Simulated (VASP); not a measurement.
Here is a VASP 6.6.1 calculation.

INCAR

```
SYSTEM = AlInC4N4
PREC = Accurate
ENCUT = 520
EDIFF = 1E-6
ISMEAR = 0
SIGMA = 0.1
LREAL = .FALSE.
LASPH = .TRUE.
NELM = 150
ALGO = Normal
ISIF = 2
LWAVE = .FALSE.
LCHARG = .TRUE.
ISPIN = 2
MAGMOM = 0 0 1 1 1 1 1 1 1 1
LORBIT = 11
GGA = PE
LELF = .TRUE.
LVHAR = .TRUE.
NBANDS = 41
```

File KPOINTS:

```
Automatic mesh
0
G
  4 4 4
  0 0 0
```

The input POSCAR:

```
AlInC4N4
1.0
    5.9861454742      0.0000000000      0.0000000000
    0.0000000000      5.9861454742      0.0000000000
    0.0000000000      0.0000000000      5.9861454742
Al In C N
1 1 4 4
Direct
    0.5000000000      0.5000000000      0.5000000000
    0.0000000000      0.0000000000      0.0000000000
    0.2084210447      0.2084210447      0.2084210447
    0.2084210447      0.7915789553      0.7915789553
    0.7915789553      0.2084210447      0.7915789553
    0.7915789553      0.7915789553      0.2084210447
    0.3227445202      0.3227445202      0.3227445202
    0.3227445202      0.6772554798      0.6772554798
    0.6772554798      0.3227445202      0.6772554798
    0.6772554798      0.6772554798      0.3227445202
```

Potentials or basis: VASP PAW PBE potentials, release 64 (Al, In_d, C, N).

The run is started by

```bash
$ cat potpaw_PBE.64/Al/POTCAR potpaw_PBE.64/In_d/POTCAR potpaw_PBE.64/C/POTCAR potpaw_PBE.64/N/POTCAR > POTCAR
$ mpirun -np 1 vasp_std > vasp.out
```

Estimate the largest force.

0.356 eV/Å.

Predict the pressure.

0.4 GPa.

Estimate the site moments.

Al +0.02; In +0.06; C +0.09; N +0.03 μB.

Forces in eV/Å, atoms in the order of the input:
```
Al   0.000  0.000  0.000
In   0.000  0.000  0.000
C   -0.194 -0.194 -0.194
C   -0.194  0.194  0.194
C    0.194 -0.194  0.194
C    0.194  0.194 -0.194
N    0.205  0.205  0.205
N    0.205 -0.205 -0.205
N   -0.205  0.205 -0.205
N   -0.205 -0.205  0.205
```
